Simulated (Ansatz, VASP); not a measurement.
One calculation of C, two programs

```
C
1.0
     2.53880    0.00000    0.00000
    -1.26940    2.19867    0.00000
     0.00000    0.00000    8.29165
C
8
Cartesian
  1.2694 0.7329 6.9961
  0.0000 1.4658 2.8503
  1.2694 0.7329 5.4414
  0.0000 1.4658 1.2956
  0.0000 0.0000 7.5143
  0.0000 0.0000 3.3685
  0.0000 0.0000 4.9232
  0.0000 0.0000 0.7773
```

Alike in both runs: task single point; functional RPBE; k mesh 12 × 12 × 4; occupations fermi-dirac, width 0.05 eV; no spin polarisation.

|  | VASP | Ansatz |
| --- | --- | --- |
| version | VASP 6.6.1 | Ansatz 0.2.0 |
| potentials or method | VASP PAW PBE potentials, release 64 (C) | Ansatz PAW |
| plane-wave cutoff (eV) | 520 | 420 |
| valence electrons in the cell | 32 | 32 |

```csv
,VASP,Ansatz,Ansatz less VASP
gap on the k mesh at the Fermi level (eV),4.37,4.38,+0.012
least direct gap on the mesh (eV),5.14,5.15,+0.011
pressure (GPa),0.3,-0.2,-0.46
"traceless stress, the component that is largest in VASP (GPa)",7.73,7.73,-0.004
rms of the force components (eV/Å),0.180,0.179,-0.0002
```

VASP's potentials were made for PBE, not for RPBE. Atom by atom the forces differ by 0.001 eV/Å (rms over components).
